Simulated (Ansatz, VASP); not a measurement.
**One calculation of Ca, two programs**

Contents of INCAR:

```
SYSTEM = Ca
PREC = Accurate
ENCUT = 520
EDIFF = 1E-7
ISMEAR = -1
SIGMA = 0.08
LREAL = .FALSE.
LASPH = .TRUE.
NELM = 60
ALGO = Normal
ISIF = 2
LWAVE = .FALSE.
LCHARG = .FALSE.
GGA = PE
NBANDS = 11
```

Contents of KPOINTS:

```
regular mesh
0
G
  12 12 12
  0 0 0
```

File POSCAR:

```
Ca
1.0
    0.0000000000      2.3301573570      2.3301573570
    2.3301573570      0.0000000000      2.3301573570
    2.3301573570      2.3301573570      0.0000000000
Ca
1
Direct
    0.0000000000      0.0000000000      0.0000000000
```

Input for Ansatz:

```yaml
crystal:
  lattice:
    - [0.0, 2.330157357, 2.330157357]
    - [2.330157357, 0.0, 2.330157357]
    - [2.330157357, 2.330157357, 0.0]
  atoms:
    - { symbol: Ca, position: [0.0, 0.0, 0.0] }
kpoints:
  mp_grid: { grid: [12, 12, 12] }
scf:
  occupations: { method: fermi_dirac, width: 0.08 }
hamiltonian:
  xc: pbe
  pseudopotentials: { kind: all_electron, lapw: { basis_error: 0.001 } }
output:
  forces: true
  stress: true
  eigenvalues: true
  populations: true
```

Change from the starting cell: volume scaled by 0.6, LAPW.

Alike in both runs: task single point; functional PBE; k mesh 12 × 12 × 12; occupations fermi-dirac, width 0.08 eV; no spin polarisation.

|  | VASP | Ansatz |
| --- | --- | --- |
| version | VASP 6.6.1 | Ansatz 0.2.0 |
| potentials or method | VASP PAW PBE potentials, release 64 (Ca_sv), cutoff 520 eV | all-electron LAPW, scalar-relativistic |

```csv
,VASP,Ansatz,Ansatz less VASP
pressure (GPa),19.6,19.5,-0.04
```

Ansatz ran all-electron here, and VASP with PAW potentials.
